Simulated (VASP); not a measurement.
Input of a VASP 6.6.1 run:

Contents of POSCAR:

```
CsBr
1.0
    4.3193779700      0.0000000000      0.0000000000
    0.0000000000      4.3193779700      0.0000000000
    0.0000000000      0.0000000000      4.3193779700
Cs Br
1 1
Direct
    0.0000000000      0.0000000000      0.0000000000
    0.5000000000      0.5000000000      0.5000000000
```

File INCAR.step1:

```
SYSTEM = CsBr
ALGO     = Normal         ! electronic algorithm
EDIFF    = 1E-5           ! SCF threshold, eV
ENCUT    = 550            ! plane-wave cutoff, eV
GGA      = PE             ! functional
GGA_COMPAT= .False.      
ISMEAR   = 0              ! smearing method
LASPH    = .True.         ! aspherical terms in the spheres
LCHARG   = .False.        ! write CHGCAR
LREAL    = .False.        ! projectors in reciprocal space
LWAVE    = .True.         ! write WAVECAR
NBANDS   = 15             ! bands
NELM     = 120            ! most SCF steps
PREC     = Accurate       ! precision mode
SIGMA    = 0.01           ! smearing width, eV
```

The input INCAR.step2:

```
SYSTEM = CsBr
ALGO     = Normal         ! electronic algorithm
EDIFF    = 1E-6           ! SCF threshold, eV
ENCUT    = 550            ! plane-wave cutoff, eV
GGA_COMPAT= .False.      
ISIF     = 2              ! what is computed and relaxed
ISMEAR   = 0              ! smearing method
ISTART   = 1            
LASPH    = .True.         ! aspherical terms in the spheres
LCHARG   = .False.        ! write CHGCAR
LMIXTAU  = .True.       
LREAL    = .False.        ! projectors in reciprocal space
LWAVE    = .False.        ! write WAVECAR
METAGGA  = R2SCAN         ! meta-GGA
NBANDS   = 15             ! bands
NELM     = 120            ! most SCF steps
PREC     = Accurate       ! precision mode
SIGMA    = 0.01           ! smearing width, eV
```

Contents of KPOINTS:

```
k-points
0
Gamma
  4 4 4
  0 0 0
```

Potentials or basis: VASP PAW PBE potentials, release 64 (Cs_sv, Br).

Run with:

```sh
$ cat potpaw_PBE.64/Cs_sv/POTCAR potpaw_PBE.64/Br/POTCAR > POTCAR
$ cp INCAR.step1 INCAR
$ mpirun -np 1 vasp_std > vasp.out
$ cp INCAR.step2 INCAR
$ mpirun -np 1 vasp_std > vasp.out
```

(1) What does it give for the band gap on the k mesh?

(2) What does it give for the pressure?

Results:

(1) 5.19 eV.

(2) 0.1 GPa.

Caveat: the PAW data sets were made with another functional, which shifts forces and pressure a little; spin-orbit coupling is left out, which moves the levels of the heavy elements.
